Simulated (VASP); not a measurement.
A run of VASP 6.6.1 is set up as follows.

INCAR

```
PREC = Accurate
ENCUT = 500
EDIFF = 1E-7
ISMEAR = -1
SIGMA = 0.0224
LREAL = F
LASPH = T
NELM = 120
ALGO = Normal
ISIF = 3
LWAVE = F
LCHARG = F
GGA = PE
IBRION = 2
NSW = 60
EDIFFG = -0.03
GGA_COMPAT = F
NELMIN = 4
```

KPOINTS

```
Automatic mesh
0
Gamma
  14 14 14
```

File POSCAR:

```
Al
1.0
    0.0000000000      2.0419805700      2.0419805700
    2.0419805700      0.0000000000      2.0419805700
    2.0419805700      2.0419805700      0.0000000000
Al
1
Direct
    0.0000000000      0.0000000000      0.0000000000
```

Potentials or basis: VASP PAW PBE potentials, release 64 (Al).

Run with:

```console
$ cat potpaw_PBE.64/Al/POTCAR > POTCAR
$ mpirun -np 1 vasp_std > vasp.out
```

Predict the relaxed cell.

a = 2.854 Å, b = 2.854 Å, c = 2.854 Å, α = 60.00°, β = 60.00°, γ = 60.00°.

Predict the space group after relaxing (to 0.05 Å).

Fm-3m (No. 225).

Final structure:
```xyz
1
Lattice="0.0000 2.0180 2.0180 2.0180 0.0000 2.0180 2.0180 2.0180 0.0000" Properties=species:S:1:pos:R:3 pbc="T T T"
Al    0.0000    0.0000    0.0000
```
